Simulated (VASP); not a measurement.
Wanted: the native input for a VASP 6.6.1 run.

```yaml
Task: single point
Functional: PBE
Potentials_or_basis: VASP PAW PBE potentials, release 64 (H, C, Ru_pv)
Cutoff: 520 eV
k_mesh: 3 × 3 × 1
Occupations: gaussian, width 0.02 eV
Spin: collinear spin, ferromagnetic start
Starting_moments: "[0.0, 0.0, 0.0, 0.0, 0.0, 0.0, 0.0, 0.0, 0.0, 0.0, 0.0, 0.0, 0.0, 0.0, 0.0, 0.0, 0.0, 0.0, 0.0, 0.0, 0.0, 0.0, 0.0, 1.67] μB"
Dipole_correction: no
Further_INCAR_settings: LREAL = Auto; ALGO = Normal; EDIFF = 1e-06; NBANDS = 64
```

The structure of H7RuC16 lies in POSCAR:

```
H7RuC16
1.0
    5.0487420000      0.0000000000      0.0000000000
    2.5243710000      4.3723390000      0.0000000000
    0.0000000000      0.0000000000     15.7764260000
H C Ru
7 16 1
Direct
    0.1666667848      0.1666666285      0.0633857123
    0.6666667848      0.1666666285      0.0633857123
    0.1666666285      0.6666667429      0.0633857123
    0.6666666285      0.6666667429      0.0633857123
    0.5000000000      0.0000000000      0.3661428767
   -0.0000001562      0.5000001144      0.3661428767
    0.4999998438      0.5000001144      0.3661428767
    0.1666667848      0.1666666285      0.1331099959
    0.6666667848      0.1666666285      0.1331099959
    0.1666666285      0.6666667429      0.1331099959
    0.6666666285      0.6666667429      0.1331099959
   -0.1666666285      0.3333332571      0.1657717027
    0.3333333715      0.3333332571      0.1657717027
   -0.1666667848      0.8333333715      0.1657717027
    0.3333332152      0.8333333715      0.1657717027
   -0.1666666285      0.3333332571      0.2637568864
    0.3333333715      0.3333332571      0.2637568864
   -0.1666667848      0.8333333715      0.2637568864
    0.3333332152      0.8333333715      0.2637568864
    0.0000000000      0.0000000000      0.2964185932
    0.5000000000      0.0000000000      0.2964185932
   -0.0000001562      0.5000001144      0.2964185932
    0.4999998438      0.5000001144      0.2964185932
    0.1653269024      0.6823835023      0.4339655889
```

One way to write it, as run:

INCAR

```
SYSTEM = H7RuC16
ALGO = Normal
EDIFF = 1E-6
ENCUT = 520
GGA = PE
ISIF = 2
ISMEAR = 0
ISPIN = 2
LASPH = .True.
LCHARG = .False.
LMAXMIX = 4
LORBIT = 11
LREAL = Auto
LWAVE = .False.
MAGMOM = 0 0 0 0 0 0 0 0 0 0 0 0 0 0 0 0 0 0 0 0 0 0 0 1.67
NBANDS = 64
NELM = 150
PREC = Accurate
SIGMA = 0.02
```

KPOINTS

```
k-points
0
Gamma
  3 3 1
  0 0 0
```

Potentials or basis: VASP PAW PBE potentials, release 64 (H, C, Ru_pv).

The run is started by

```console
$ cat potpaw_PBE.64/H/POTCAR potpaw_PBE.64/C/POTCAR potpaw_PBE.64/Ru_pv/POTCAR > POTCAR
$ mpirun -np 1 vasp_std > vasp.out
```

It gave:

* Largest force: 2.658 eV/Å
* Band gap on the k mesh: 0.38 eV (least direct gap 0.42 eV)
* Net moment: 3.00 μB per cell
* Site moments: H +0.00, -0.00, +0.01 (each value once); C +0.00, +0.01, -0.00, +0.05 (each value once); Ru +2.38 μB
* Valence electrons inside the program's atomic spheres: H 0.69, 0.72 (each value once); C 2.59, 2.56, 2.55, 2.46, 2.58 (each value once); Ru 12.38

Caveat: the k points lie up to 0.48 Å⁻¹ apart.

It took 14 min on 1 thread of AMD EPYC 7R43 64-Core Processor (Zen 3), on a shared host, peak memory 0.63 GiB.
